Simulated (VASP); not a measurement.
# Ge (I4_1/amd) in VASP: notebook, part 2 of 3

VASP 6.6.1. The steps go on from the part before.

### 3 Single point, PBE (strain +0.025 along x and y, -0.025 along z)

File INCAR:

```
SYSTEM = Ge
ALGO = Normal
EDIFF = 1E-6
ENCUT = 520
GGA = PE
ISIF = 2
ISMEAR = 0
LASPH = .True.
LCHARG = .False.
LREAL = .False.
LWAVE = .False.
NBANDS = 21
NELM = 100
PREC = Accurate
SIGMA = 0.15
```

File KPOINTS:

```
k-points
0
Gamma
  14 14 14
  0 0 0
```

File POSCAR:

```
Ge
1.0
    0.0000000000      2.8994892500      2.7580507500
    2.8994892500      0.0000000000      2.7580507500
    2.8994892500      2.8994892500      0.0000000000
Ge
2
Direct
    0.5000000000      0.5000000000      0.5000000000
    0.7500000000      0.7500000000      0.7500000000
```

Potentials or basis: VASP PAW PBE potentials, release 64 (Ge_d).

Run with:

```
> cat potpaw_PBE.64/Ge_d/POTCAR > POTCAR
> mpirun -np 1 vasp_std > vasp.out
```

OUTCAR:

```text
SYSTEM = Ge
   EDIFF = 1E-6
   ENCUT = 520
   GGA = PE
   ISIF = 2
   ISMEAR = 0
   LASPH = .True.
   LREAL = .False.
   NELM = 100
   PREC = Accurate

 ion  position               nearest neighbor table
   1  0.500  0.500  0.500-   2 2.47   2 2.47   2 2.47   2 2.47
   2  0.750  0.750  0.750-   1 2.47   1 2.47   1 2.47   1 2.47

  LATTYP: Found a body centered tetragonal cell.
 ALAT       =     4.1004970213
 C/A-ratio  =     1.3452275349

  Lattice vectors:

 A1 = (   0.0000000000,  -2.8994892500,  -2.7580507500)
 A2 = (   0.0000000000,   2.8994892500,  -2.7580507500)
 A3 = (   2.8994892500,   0.0000000000,   2.7580507500)

Analysis of symmetry for initial positions (statically):
=====================================================================
 Subroutine PRICEL returns:
 Original cell was already a primitive cell.

 Routine SETGRP: Setting up the symmetry group for a
 body centered tetragonal supercell.

 Subroutine GETGRP returns: Found 16 space group operations
 (whereof  8 operations were pure point group operations)
 out of a pool of 16 trial point group operations.

The static configuration has the point symmetry D_2d.
 The point group associated with its full space group is D_4h.

Analysis of symmetry for dynamics (positions and initial velocities):
=====================================================================
 Subroutine PRICEL returns:
 Original cell was already a primitive cell.

 Routine SETGRP: Setting up the symmetry group for a
 body centered tetragonal supercell.

 Subroutine GETGRP returns: Found 16 space group operations
 (whereof  8 operations were pure point group operations)
 out of a pool of 16 trial point group operations.

The dynamic configuration has the point symmetry D_2d.
 The point group associated with its full space group is D_4h.

 Subroutine INISYM returns: Found 16 space group operations
 (whereof  8 operations are pure point group operations),
 and found     1 'primitive' translations

----------------------------------------------------------------------------------------

                                     Primitive cell

  volume of cell :      46.3741

  direct lattice vectors                    reciprocal lattice vectors
     0.000000000  2.899489250  2.758050750    -0.172444164  0.172444164  0.181287455
     2.899489250  0.000000000  2.758050750     0.172444164 -0.172444164  0.181287455
     2.899489250  2.899489250  0.000000000     0.172444164  0.172444164 -0.181287455

  length of vectors
     4.001734855  4.001734855  4.100497021     0.303873527  0.303873527  0.303873527

  position of ions in fractional coordinates (direct lattice)
     0.500000000  0.500000000  0.500000000
     0.750000000  0.750000000  0.750000000

  ion indices of the primitive-cell ions
   primitive index   ion index
                 1           1
                 2           2

----------------------------------------------------------------------------------------

 KPOINTS: k-points

Automatic generation of k-mesh.
 Grid dimensions read from file:
 generate k-points for:   14   14   14

 Generating k-lattice:

  Cartesian coordinates                     Fractional coordinates (reciprocal lattice)
    -0.012317440  0.012317440  0.012949104     0.071428571  0.000000000  0.000000000
     0.012317440 -0.012317440  0.012949104     0.000000000  0.071428571  0.000000000
     0.012317440  0.012317440 -0.012949104    -0.000000000 -0.000000000  0.071428571

  Length of vectors
     0.021705252  0.021705252  0.021705252

  Shift w.r.t. Gamma in fractional coordinates (k-lattice)
     0.000000000  0.000000000  0.000000000

 Subroutine IBZKPT returns following result:
 ===========================================

 Found    244 irreducible k-points:

 Following reciprocal coordinates:
            Coordinates               Weight
  0.000000  0.000000  0.000000      1.000000
  0.071429 -0.000000  0.000000      8.000000
  0.142857 -0.000000  0.000000      8.000000
  0.214286 -0.000000  0.000000      8.000000
  0.285714 -0.000000  0.000000      8.000000
  0.357143 -0.000000  0.000000      8.000000
[... 16 lines left out ...]
  0.214286  0.142857  0.000000      8.000000
  0.285714  0.142857  0.000000      8.000000
 [... further k-points ...]
   k-points           NKPTS =    244   k-points in BZ     NKDIM =    244   number of bands    NBANDS=     21
   number of dos      NEDOS =    301   number of ions     NIONS =      2
   total plane-waves  NPLWV =  27000
   dimension x,y,z NGX =    30 NGY =   30 NGZ =   30
   dimension x,y,z NGXF=    60 NGYF=   60 NGZF=   60
   ions per type =               2
   NGX,Y,Z   is equivalent  to a cutoff of  12.46, 12.46, 12.16 a.u.
   NGXF,Y,Z  is equivalent  to a cutoff of  24.93, 24.93, 24.33 a.u.
 SYSTEM =  Ge
   PREC   = accura    normal or accurate (medium, high low for compatibility)
   ISTART =      0    job   : 0-new  1-cont  2-samecut
   ICHARG =      2    charge: 1-file 2-atom 10-const
   ISPIN  =      1    spin polarized calculation?
   LNONCOLLINEAR =      F non collinear calculations
   LSORBIT =      F    spin-orbit coupling
   LASPH  =      T    aspherical Exc in radial PAW
   ENCUT  =  520.0 eV  38.22 Ry    6.18 a.u.   7.44  7.44  7.62*2*pi/ulx,y,z
   NELM   =    100;   NELMIN=  2; NELMDL= -5     # of ELM steps
   EDIFF  = 0.1E-05   stopping-criterion for ELM
   LREAL  =      F    real-space projection
   EDIFFG = 0.1E-04   stopping-criterion for IOM
   NSW    =      0    number of steps for IOM
   IBRION =     -1    ionic relax: 0-MD 1-quasi-New 2-CG
   NFREE  =      0    steps in history (QN), initial steepest desc. (CG)
   ISIF   =      2    stress and relaxation
   ISYM   =      2    0-nonsym 1-usesym 2-fastsym
   POTIM  = 0.5000    time-step for ionic-motion
   TEBEG  =    0.0;   TEEND  =   0.0 temperature during run
   PSTRESS=    0.0 pullay stress
   NELECT =      28.0000    total number of electrons
   NUPDOWN=      -1.0000    fix difference up-down
   EMIN   =  10.00;   EMAX   =-10.00  energy-range for DOS
   EFERMI =   0.00;   METHOD = LEGACY
   ISMEAR =     0;   SIGMA  =   0.15  broadening in eV -4-tet -1-fermi 0-gaus
   EFERMI_NEDOS =   21; number of points for ismear=-14 and -15
   IALGO  =     38    algorithm
   IMIX   =      4    mixing-type and parameters
     AMIX     =   0.40;   BMIX     =  1.00
     AMIX_MAG =   1.60;   BMIX_MAG =  1.00
  volume/ion in A,a.u.               =      23.19       156.47
  Fermi-wavevector in a.u.,A,eV,Ry     =   1.383680  2.614777 26.049322  1.914571
  Thomas-Fermi vector in A             =   2.508256
   LORBIT       =      0    0 simple, 1 ext, 2 COOP (PROOUT), +10 PAW based schemes
   GGA     = PE    functional components
   LHFCALC =     F    Hartree Fock is set to
   AEXX    =    0.0000 exact exchange contribution
   IVDW    =     0    specifies the selected vdW correction
   LEPSILON=     F    determine dielectric tensor
   LRPA    =     F    only Hartree local field effects (RPA)
 non-spin polarized calculation
 Gauss-broadening in eV      SIGMA  =   0.15
  energy-cutoff  :      520.00
  volume of cell :       46.37
 maximum number of plane-waves:      1273
 NGX is ok and might be reduce to    30
   NGX = 15   NGY = 15   NGZ = 15

 number of electron      28.0000011 magnetization

 Free energy of the ion-electron system (eV)
  ---------------------------------------------------
  ext. energy  EPLUGINS =         0.00000000
  ---------------------------------------------------
  free energy    TOTEN  =        -9.01316504 eV

  energy without entropy =       -9.01233561  energy(sigma->0) =       -9.01275033

 E-fermi :   4.8138     XC(G=0):  -9.8155

 val. band max:        4.7626300369   @ k =   0.0714  -0.0000   0.0000
 cond. band min:       4.8332350572   @ k =   0.5000  -0.0000   0.0000
 fundamental gap:      0.0706050203
 Fermi energy:         4.8137924272

 k-point     1 :       0.0000    0.0000    0.0000
  band No.  band energies     occupation
      1     -20.0281      2.00000
      2     -20.0169      2.00000
      3     -20.0169      2.00000
      4     -19.9881      2.00000
      5     -19.9846      2.00000
      6     -19.7966      2.00000
[... 13 lines left out ...]
     20      13.7015      0.00000
     21      14.5693      0.00000

 k-point     2 :       0.0714   -0.0000    0.0000
  band No.  band energies     occupation
      1     -20.0296      2.00000
      2     -20.0200      2.00000
      3     -20.0178      2.00000
      4     -19.9836      2.00000
      5     -19.9805      2.00000
      6     -19.8012      2.00000
[... 520 lines left out ...]
 k-point    24 :       0.2857    0.1429    0.0000
  band No.  band energies     occupation
      1     -20.0426      2.00000
      2     -20.0303      2.00000
      3     -20.0109      2.00000
      4     -19.9602      2.00000
      5     -19.9442      2.00000
      6     -19.8414      2.00000
[... 13 lines left out ...]
     20      14.0617      0.00000
     21      14.3511      0.00000

 [... further k-points ...]
[... 5 lines left out ...]
  --------------------------------------------------------------------------------------
  -------------------------------------------------------------------------------------
  Total        0.2293304      0.2293304      1.1348966      0.0000000     -0.0000000      0.0000000
  in kB        7.9231344      7.9231344     39.2095302      0.0000000     -0.0000000      0.0000000
  external PRESSURE =      18.3519330 kB  Pullay stress =       0.0000000 kB

 VOLUME and BASIS-vectors are now :
 -----------------------------------------------------------------------------
  energy-cutoff  :      520.00
  volume of cell :       46.37
      direct lattice vectors                 reciprocal lattice vectors
     0.000000000  2.899489250  2.758050750    -0.172444164  0.172444164  0.181287455
     2.899489250  0.000000000  2.758050750     0.172444164 -0.172444164  0.181287455
     2.899489250  2.899489250  0.000000000     0.172444164  0.172444164 -0.181287455

 POSITION                                       TOTAL-FORCE (eV/Angst)
 -----------------------------------------------------------------------------------
      2.89949      2.89949      2.75805         0.000000      0.000000     -0.000000
      4.34923      4.34923      4.13708         0.000000      0.000000      0.000000
 -----------------------------------------------------------------------------------
    total drift:                                0.000000     -0.000000     -0.000000

  FREE ENERGIE OF THE ION-ELECTRON SYSTEM (eV)
  ---------------------------------------------------
  free  energy   TOTEN  =        -9.0131650439 eV

  energy  without entropy=       -9.0123356065  energy(sigma->0) =       -9.01275033
```

OSZICAR:

```text
N       E                     dE             d eps       ncg     rms          rms(c)
DAV:   1     0.194764588898E+03    0.19476E+03   -0.14670E+04 11372   0.361E+03
DAV:   2     0.192882873902E+02   -0.17548E+03   -0.16997E+03 10303   0.625E+02
DAV:   3    -0.814111710033E+01   -0.27429E+02   -0.27250E+02 11823   0.144E+02
DAV:   4    -0.907751934139E+01   -0.93640E+00   -0.93592E+00 11546   0.313E+01
DAV:   5    -0.909283696111E+01   -0.15318E-01   -0.15317E-01 11746   0.444E+00    0.309E+00
DAV:   6    -0.903952193559E+01    0.53315E-01   -0.20853E-02 11967   0.148E+00    0.183E+00
DAV:   7    -0.901132954025E+01    0.28192E-01   -0.44830E-02 11372   0.196E+00    0.143E-01
DAV:   8    -0.901293852438E+01   -0.16090E-02   -0.57244E-03 11638   0.950E-01    0.431E-02
DAV:   9    -0.901314538343E+01   -0.20686E-03   -0.24697E-04 11568   0.174E-01    0.138E-02
DAV:  10    -0.901316280447E+01   -0.17421E-04   -0.34428E-05 11845   0.659E-02    0.589E-03
DAV:  11    -0.901316499731E+01   -0.21928E-05   -0.55338E-06 10191   0.331E-02    0.190E-03
DAV:  12    -0.901316504388E+01   -0.46574E-07   -0.22605E-07  7737   0.717E-03
   1 F= -.90131650E+01 E0= -.90127503E+01  d E =-.829437E-03
```

stdout:

```text
POSCAR found type information on POSCAR Ge
 POSCAR found :  1 types and       2 ions
 scaLAPACK will be used
 LDA part: xc-table for (Slater+PW92), standard interpolation
 POSCAR, INCAR and KPOINTS ok, starting setup
 FFT: planning ... GRIDC
 FFT: planning ... GRID_SOFT
 FFT: planning ... GRID
 WAVECAR not read
 entering main loop
```

It took 3 min on 1 thread of Intel Xeon Platinum 8259CL at 2.50GHz (Skylake/Cascade Lake), shared host; peak memory 0.31 GiB.

What came out:

- Free energy: -9.0132 eV
- Pressure: 1.8 GPa
- Band gap on the k mesh: 0.07 eV, indirect (least direct gap 0.36 eV)

Stress tensor (GPa, compression positive):
```
0.79 0.00 0.00
0.00 0.79 0.00
0.00 0.00 3.92
```

Caveat: the cell differs from its parent crystal (strain +0.025 along x and y, -0.025 along z).

[end of part 2 of 3]
